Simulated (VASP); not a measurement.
# Sn4SeS3 in VASP: further runs

Sn4SeS3 is run at these levels: PBE; tasks: single point.

Everything below comes from runs of VASP 6.6.1. Logs are shortened: lines on timing, memory, paths and dates and some standing lists are left out, and cuts for length are marked.

### Step 1. The cell of the first run

Symmetry: Pm, No. 6, monoclinic system. The conventional cell has a = 4.321 Å, b = 4.130 Å, c = 11.747 Å, α = 90.00°, β = 92.24°, γ = 90.00°. Within 3.7 Å of Sn (site symmetry m) lie 6 S at 2.63 to 3.51 Å and 2 Sn at 3.63 Å. Within 3.5 Å of Sn (site symmetry m) lie 5 S at 2.63 to 3.27 Å. Within 3.5 Å of Sn (site symmetry m) lie 1 S at 2.63 Å and 4 Se at 2.88 to 3.11 Å. Sn (site symmetry m) has 5 S at 2.73 to 3.47 Å and 1 Se at 2.77 Å and 2 Sn at 3.63 Å within 3.7 Å. Se (site symmetry m) has 6 Sn at 2.77 to 3.68 Å and 4 S at 3.83 to 3.87 Å within 3.9 Å. Within 3.6 Å of S (site symmetry m) lie 6 Sn at 2.63 to 3.51 Å. S (site symmetry m) has 6 Sn at 2.63 to 3.47 Å within 3.5 Å. S (site symmetry m) has 5 Sn at 2.63 to 3.27 Å within 3.5 Å.

### Step 2. Single point, PBE

Contents of INCAR:

```
SYSTEM = Sn4SeS3
  PREC = Accurate
  ENCUT = 520
  EDIFF = 1E-6
  ISMEAR = 0
  SIGMA = 0.02
  LREAL = .False.
  LASPH = .True.
  NELM = 100
  ALGO = Normal
  ISIF = 2
  LWAVE = .False.
  LCHARG = .False.
  GGA = PE
  NBANDS = 50
  KPAR = 4
```

Contents of KPOINTS:

```
Automatic mesh
0
Gamma
  8 10 4
  0 0 0
```

Contents of POSCAR:

```
Sn4SeS3
1.0
    4.3212155087      0.0000000000      0.0380018588
    0.0000000000      4.1298597919      0.0000000000
   -0.5623891195      0.0000000000     11.7331489672
Sn Se S
4 1 3
Direct
    0.9844701571      0.5000000000      0.0031014136
    0.3146690385      0.0000000000      0.7548936999
    0.3577833564      0.5000000000      0.4935559566
    0.7799886695      0.0000000000      0.2429227542
    0.8920818598      0.0000000000      0.4768606308
    0.3771813896      0.5000000000      0.2700743855
    0.3943142965      0.0000000000      0.9780738378
    0.8995112326      0.5000000000      0.7805173214
```

Potentials or basis: VASP PAW PBE potentials, release 64 (Sn_d, Se, S).

Command:

```bash
cat potpaw_PBE.64/Sn_d/POTCAR potpaw_PBE.64/Se/POTCAR potpaw_PBE.64/S/POTCAR > POTCAR
mpirun -np 4 vasp_std > vasp.out
```

OUTCAR:

```text
SYSTEM = Sn4SeS3
   PREC = Accurate
   ENCUT = 520
   EDIFF = 1E-6
   ISMEAR = 0
   LREAL = .False.
   LASPH = .True.
   NELM = 100
   ISIF = 2
   GGA = PE

 ion  position               nearest neighbor table
   1  0.984  0.500  0.003-   8 2.63   7 2.74   7 2.74   4 3.63   4 3.63
   2  0.315  0.000  0.755-   7 2.63   8 2.76   8 2.76   8 3.27   8 3.27   3 3.71   3 3.71
   3  0.358  0.500  0.494-   6 2.63   5 2.88   5 2.88   5 3.11   5 3.11   2 3.71   2 3.71
   4  0.780  0.000  0.243-   6 2.73   6 2.73   5 2.77   1 3.63   1 3.63
   5  0.892  0.000  0.477-   4 2.77   3 2.88   3 2.88   3 3.11   3 3.11
   6  0.377  0.500  0.270-   3 2.63   4 2.73   4 2.73
   7  0.394  0.000  0.978-   2 2.63   1 2.74   1 2.74
   8  0.900  0.500  0.781-   1 2.63   2 2.76   2 2.76   2 3.27   2 3.27

  LATTYP: Found a simple monoclinic cell.
 ALAT       =     4.3213826044
 B/A-ratio  =     0.9556802001
 C/A-ratio  =     2.7182548799
 COS(beta)  =    -0.0390909996

  Lattice vectors:

 A1 = (   4.3212155087,   0.0000000000,   0.0380018588)
 A2 = (   0.0000000000,   4.1298597919,   0.0000000000)
 A3 = (  -0.5623891195,   0.0000000000,  11.7331489672)

Analysis of symmetry for initial positions (statically):
=====================================================================
 Subroutine PRICEL returns:
 Original cell was already a primitive cell.

 Routine SETGRP: Setting up the symmetry group for a
 simple monoclinic supercell.

 Subroutine GETGRP returns: Found  2 space group operations
 (whereof  2 operations were pure point group operations)
 out of a pool of  4 trial point group operations.

The static configuration has the point symmetry C_1h.

Analysis of symmetry for dynamics (positions and initial velocities):
=====================================================================
 Subroutine PRICEL returns:
 Original cell was already a primitive cell.

 Routine SETGRP: Setting up the symmetry group for a
 simple monoclinic supercell.

 Subroutine GETGRP returns: Found  2 space group operations
 (whereof  2 operations were pure point group operations)
 out of a pool of  4 trial point group operations.

The dynamic configuration has the point symmetry C_1h.

 Subroutine INISYM returns: Found  2 space group operations
 (whereof  2 operations are pure point group operations),
 and found     1 'primitive' translations

----------------------------------------------------------------------------------------

                                     Primitive cell

  volume of cell :     209.4782

  direct lattice vectors                    reciprocal lattice vectors
     4.321215509  0.000000000  0.038001859     0.231318862  0.000000000  0.011087493
     0.000000000  4.129859792  0.000000000     0.000000000  0.242138971  0.000000000
    -0.562389120  0.000000000 11.733148967    -0.000749206  0.000000000  0.085192701

  length of vectors
     4.321382604  4.129859792 11.746619352     0.231584431  0.242138971  0.085195996

  position of ions in fractional coordinates (direct lattice)
     0.984470157  0.500000000  0.003101414
     0.314669038  0.000000000  0.754893700
     0.357783356  0.500000000  0.493555957
     0.779988669  0.000000000  0.242922754
     0.892081860  0.000000000  0.476860631
     0.377181390  0.500000000  0.270074386
     0.394314296  0.000000000  0.978073838
     0.899511233  0.500000000  0.780517321

  ion indices of the primitive-cell ions
   primitive index   ion index
                 1           1
                 2           2
                 3           3
                 4           4
                 5           5
                 6           6
                 7           7
                 8           8

----------------------------------------------------------------------------------------

 KPOINTS: Automatic mesh

Automatic generation of k-mesh.
 Grid dimensions read from file:
 generate k-points for:    8   10    4

 Generating k-lattice:

  Cartesian coordinates                     Fractional coordinates (reciprocal lattice)
     0.028914858  0.000000000  0.001385937     0.125000000  0.000000000  0.000000000
     0.000000000  0.024213897  0.000000000     0.000000000  0.100000000  0.000000000
    -0.000187302  0.000000000  0.021298175     0.000000000  0.000000000  0.250000000

  Length of vectors
     0.028948054  0.024213897  0.021298999

  Shift w.r.t. Gamma in fractional coordinates (k-lattice)
     0.000000000  0.000000000  0.000000000

 Subroutine IBZKPT returns following result:
 ===========================================

 Found    108 irreducible k-points:

 Following reciprocal coordinates:
            Coordinates               Weight
  0.000000  0.000000  0.000000      1.000000
  0.125000  0.000000  0.000000      2.000000
  0.250000  0.000000  0.000000      2.000000
  0.375000  0.000000 -0.000000      2.000000
  0.500000  0.000000  0.000000      1.000000
  0.000000  0.100000  0.000000      2.000000
[... 16 lines left out ...]
  0.250000  0.400000  0.000000      4.000000
  0.375000  0.400000 -0.000000      4.000000
 [... further k-points ...]
   k-points           NKPTS =    108   k-points in BZ     NKDIM =    108   number of bands    NBANDS=     50
   number of dos      NEDOS =    301   number of ions     NIONS =      8
   total plane-waves  NPLWV =  92160
   dimension x,y,z NGX =    32 NGY =   32 NGZ =   90
   dimension x,y,z NGXF=    64 NGYF=   64 NGZF=  180
   ions per type =               4   1   3
   NGX,Y,Z   is equivalent  to a cutoff of  12.31, 12.88, 12.74 a.u.
   NGXF,Y,Z  is equivalent  to a cutoff of  24.62, 25.76, 25.47 a.u.
 SYSTEM =  Sn4SeS3
   PREC   = accura    normal or accurate (medium, high low for compatibility)
   ISTART =      0    job   : 0-new  1-cont  2-samecut
   ICHARG =      2    charge: 1-file 2-atom 10-const
   ISPIN  =      1    spin polarized calculation?
   LNONCOLLINEAR =      F non collinear calculations
   LSORBIT =      F    spin-orbit coupling
   LASPH  =      T    aspherical Exc in radial PAW
   ENCUT  =  520.0 eV  38.22 Ry    6.18 a.u.   8.03  7.68 21.84*2*pi/ulx,y,z
   NELM   =    100;   NELMIN=  2; NELMDL= -5     # of ELM steps
   EDIFF  = 0.1E-05   stopping-criterion for ELM
   LREAL  =      F    real-space projection
   EDIFFG = 0.1E-04   stopping-criterion for IOM
   NSW    =      0    number of steps for IOM
   IBRION =     -1    ionic relax: 0-MD 1-quasi-New 2-CG
   NFREE  =      0    steps in history (QN), initial steepest desc. (CG)
   ISIF   =      2    stress and relaxation
   ISYM   =      2    0-nonsym 1-usesym 2-fastsym
   POTIM  = 0.5000    time-step for ionic-motion
   TEBEG  =    0.0;   TEEND  =   0.0 temperature during run
   PSTRESS=    0.0 pullay stress
   NELECT =      80.0000    total number of electrons
   NUPDOWN=      -1.0000    fix difference up-down
   EMIN   =  10.00;   EMAX   =-10.00  energy-range for DOS
   EFERMI =   0.00;   METHOD = LEGACY
   ISMEAR =     0;   SIGMA  =   0.02  broadening in eV -4-tet -1-fermi 0-gaus
   EFERMI_NEDOS =   21; number of points for ismear=-14 and -15
   IALGO  =     38    algorithm
   IMIX   =      4    mixing-type and parameters
     AMIX     =   0.40;   BMIX     =  1.00
     AMIX_MAG =   1.60;   BMIX_MAG =  1.00
  volume/ion in A,a.u.               =      26.18       176.70
  Fermi-wavevector in a.u.,A,eV,Ry     =   1.187750  2.244523 19.194435  1.410751
  Thomas-Fermi vector in A             =   2.323895
   LORBIT       =      0    0 simple, 1 ext, 2 COOP (PROOUT), +10 PAW based schemes
   GGA     = PE    functional components
   LHFCALC =     F    Hartree Fock is set to
   AEXX    =    0.0000 exact exchange contribution
   IVDW    =     0    specifies the selected vdW correction
   LEPSILON=     F    determine dielectric tensor
   LRPA    =     F    only Hartree local field effects (RPA)
 non-spin polarized calculation
 Gauss-broadening in eV      SIGMA  =   0.02
  energy-cutoff  :      520.00
  volume of cell :      209.48
 maximum number of plane-waves:      5676
   NGX = 17   NGY = 15   NGZ = 43

 number of electron      80.0000007 magnetization

 Free energy of the ion-electron system (eV)
  ---------------------------------------------------
  ext. energy  EPLUGINS =         0.00000000
  ---------------------------------------------------
  free energy    TOTEN  =       -34.68612857 eV

  energy without entropy =      -34.68612857  energy(sigma->0) =      -34.68612857

 E-fermi :   5.6084     XC(G=0):  -9.5438

 val. band max:        5.4423275818   @ k =   0.5000   0.0000   0.5000
 cond. band min:       6.0497026662   @ k =   0.0000   0.0000   0.0000
 fundamental gap:      0.6073750844
 Fermi energy:         5.6084161126

 k-point     1 :       0.0000    0.0000    0.0000
  band No.  band energies     occupation
      1     -15.9048      2.00000
      2     -15.9012      2.00000
      3     -15.8917      2.00000
      4     -15.8883      2.00000
      5     -15.8874      2.00000
      6     -15.8759      2.00000
[... 42 lines left out ...]
     49      10.3294      0.00000
     50      10.3452      0.00000

 k-point     2 :       0.1250    0.0000    0.0000
  band No.  band energies     occupation
      1     -15.9041      2.00000
      2     -15.9006      2.00000
      3     -15.8924      2.00000
      4     -15.8890      2.00000
      5     -15.8865      2.00000
      6     -15.8746      2.00000
[... 42 lines left out ...]
     49       9.9744      0.00000
     50      10.4492      0.00000

 k-point     3 :       0.2500    0.0000    0.0000
  band No.  band energies     occupation
      1     -15.9026      2.00000
      2     -15.8993      2.00000
      3     -15.8942      2.00000
      4     -15.8908      2.00000
      5     -15.8844      2.00000
      6     -15.8735      2.00000
[... 42 lines left out ...]
     49       9.9170      0.00000
     50      10.0309      0.00000

 k-point     4 :       0.3750    0.0000   -0.0000
  band No.  band energies     occupation
      1     -15.9012      2.00000
      2     -15.8983      2.00000
      3     -15.8960      2.00000
      4     -15.8925      2.00000
      5     -15.8823      2.00000
      6     -15.8752      2.00000
[... 999 lines left out ...]
 k-point    23 :       0.2500    0.4000    0.0000
  band No.  band energies     occupation
      1     -15.9085      2.00000
      2     -15.9043      2.00000
      3     -15.8924      2.00000
      4     -15.8867      2.00000
      5     -15.8838      2.00000
      6     -15.8751      2.00000
[... 42 lines left out ...]
     49       9.8885      0.00000
     50      10.0841      0.00000

 k-point    24 :       0.3750    0.4000   -0.0000
  band No.  band energies     occupation
      1     -15.9123      2.00000
      2     -15.9079      2.00000
      3     -15.8958      2.00000
      4     -15.8856      2.00000
      5     -15.8824      2.00000
      6     -15.8773      2.00000
[... 42 lines left out ...]
     49      10.3642      0.00000
     50      10.6218      0.00000

 [... further k-points ...]
[... 5 lines left out ...]
  --------------------------------------------------------------------------------------
  -------------------------------------------------------------------------------------
  Total       -0.0205798     -0.0390279     -0.0457599      0.0000000      0.0000000      0.0034768
  in kB       -0.1574030     -0.2985022     -0.3499913      0.0000000      0.0000000      0.0265919
  external PRESSURE =      -0.2686321 kB  Pullay stress =       0.0000000 kB

 VOLUME and BASIS-vectors are now :
 -----------------------------------------------------------------------------
  energy-cutoff  :      520.00
  volume of cell :      209.48
      direct lattice vectors                 reciprocal lattice vectors
     4.321215509  0.000000000  0.038001859     0.231318862  0.000000000  0.011087493
     0.000000000  4.129859792  0.000000000     0.000000000  0.242138971  0.000000000
    -0.562389120  0.000000000 11.733148967    -0.000749206  0.000000000  0.085192701

 POSITION                                       TOTAL-FORCE (eV/Angst)
 -----------------------------------------------------------------------------------
      4.25236      2.06493      0.07380        -0.004681      0.000000     -0.001339
      0.93521      0.00000      8.86924         0.002650      0.000000     -0.001144
      1.26849      2.06493      5.80456         0.005742      0.000000      0.003794
      3.23388      0.00000      2.87989         0.004979      0.000000     -0.009399
      3.58670      0.00000      5.62898        -0.003256      0.000000      0.007499
      1.47800      2.06493      3.18316        -0.006292      0.000000     -0.001872
      1.15386      0.00000     11.49087         0.003916      0.000000      0.001462
      3.44803      2.06493      9.19211        -0.003058      0.000000      0.000999
 -----------------------------------------------------------------------------------
    total drift:                                0.000300      0.000000     -0.001825

  FREE ENERGIE OF THE ION-ELECTRON SYSTEM (eV)
  ---------------------------------------------------
  free  energy   TOTEN  =       -34.6861285726 eV

  energy  without entropy=      -34.6861285726  energy(sigma->0) =      -34.68612857
```

Wall time 7.4 min (4 MPI ranks of Oxide Virtual Turin-like, shared host); peak memory 0.9 GiB.

Results:

| Quantity | Value |
| --- | --- |
| Free energy | -34.6861 eV |
| Pressure | 0.0 GPa |
| Largest force | 0.011 eV/Å |
| Band gap on the k mesh | 0.61 eV (least direct gap 0.94 eV) |

Forces in eV/Å, atoms in the order of the input:
```
Sn  -0.005  0.000 -0.001
Sn   0.003  0.000 -0.001
Sn   0.006  0.000  0.004
Sn   0.005  0.000 -0.009
Se  -0.003  0.000  0.007
S   -0.006  0.000 -0.002
S    0.004  0.000  0.001
S   -0.003  0.000  0.001
```

Caveat: semilocal functionals underestimate gaps, and a narrow one can read as zero; spin-orbit coupling is left out, which moves the levels of the heavy elements.

### Step 3. Single point, PBE

This run uses another cell than the first one, of 26.08 Å³/atom.

Contents of INCAR:

```
SYSTEM = Sn4SeS3
ALGO     = Normal         ! electronic algorithm
EDIFF    = 1E-7           ! SCF threshold, eV
ENCUT    = 520            ! plane-wave cutoff, eV
GGA      = PE             ! functional
ISIF     = 2              ! what is computed and relaxed
ISMEAR   = 0              ! smearing method
LASPH    = .True.         ! aspherical terms in the spheres
LCHARG   = .False.        ! write CHGCAR
LREAL    = .False.        ! projectors in reciprocal space
LWAVE    = .False.        ! write WAVECAR
NBANDS   = 50             ! bands
NELM     = 80             ! most SCF steps
PREC     = Accurate       ! precision mode
SIGMA    = 0.2            ! smearing width, eV
```

Contents of KPOINTS:

```
k-points
0
Gamma
  6 6 2
  0 0 0
```

Contents of POSCAR:

```
Sn4SeS3
1.0
    4.2445292413      0.0051524128      0.6445442184
   -0.0059566274      4.1333567613     -0.0061327433
    1.8248137051      0.0024632860     12.1688025422
Sn Se S
4 1 3
Direct
    0.0260477860     -0.0001150772     -0.0023863341
    0.4503945208      0.5004147277      0.2451640225
    0.1092518531     -0.0007044292      0.5059512304
    0.4608399199      0.4999541152      0.7566068228
    0.5776138119      0.4992907494      0.5224498019
   -0.1073295843     -0.0000144412      0.7297197974
    0.5906194299      0.5002187846      0.0218587440
   -0.1074377374      0.0009555706      0.2206359153
```

Potentials or basis: VASP PAW PBE potentials, release 64 (Sn_d, Se, S).

Command:

```bash
cat potpaw_PBE.64/Sn_d/POTCAR potpaw_PBE.64/Se/POTCAR potpaw_PBE.64/S/POTCAR > POTCAR
mpirun -np 1 vasp_std > vasp.out
```

It took 11 min on 1 thread of Oxide Virtual Turin-like, shared host; peak memory 0.47 GiB.

Results (log left out):

| Item | Value |
| --- | --- |
| Free energy | -34.6850 eV |
| Pressure | 0.0 GPa |
| Largest force | 0.029 eV/Å |
| Band gap on the k mesh | 0.57 eV (least direct gap 0.88 eV) |

Forces on the atoms (eV/Å):
```
Sn   0.004  0.002  0.022
Sn   0.009  0.001  0.000
Sn   0.005 -0.001  0.011
Sn  -0.008 -0.001  0.003
Se  -0.013  0.001 -0.015
S    0.021  0.001  0.007
S   -0.023 -0.002 -0.017
S    0.005 -0.001 -0.012
```

Stress tensor (GPa, compression positive):
```
 0.09  0.02  0.16
 0.02  0.04  0.02
 0.16  0.02 -0.02
```

Levels at points of the mesh, in eV from the valence-band top:
```csv
k point,band 37,band 38,band 39,band 40,band 41,band 42,band 43,band 44
"(0.00, 0.00, 0.00)",-1.86,-1.85,-0.67,-0.61,0.57,2.79,2.96,3.70
"(0.50, 0.00, 0.00)",-0.80,-0.67,-0.21,0.00,1.26,1.48,1.53,1.55
"(0.00, 0.50, 0.00)",-1.00,-0.91,-0.69,-0.33,0.88,1.11,1.46,1.62
"(0.50, 0.50, 0.00)",-2.12,-1.94,-1.64,-1.45,2.07,2.48,2.82,3.25
"(0.00, 0.00, 0.50)",-2.02,-1.98,-0.67,-0.63,2.31,2.47,2.64,2.92
"(0.50, 0.00, 0.50)",-0.89,-0.82,-0.21,-0.11,1.15,1.36,1.55,1.71
"(0.00, 0.50, 0.50)",-1.02,-0.87,-0.76,-0.38,1.12,1.41,1.43,1.60
"(0.50, 0.50, 0.50)",-2.30,-2.13,-1.88,-1.78,2.67,2.80,3.07,3.10
```

Caveat: semilocal functionals underestimate gaps, and a narrow one can read as zero; spin-orbit coupling is left out, which moves the levels of the heavy elements.
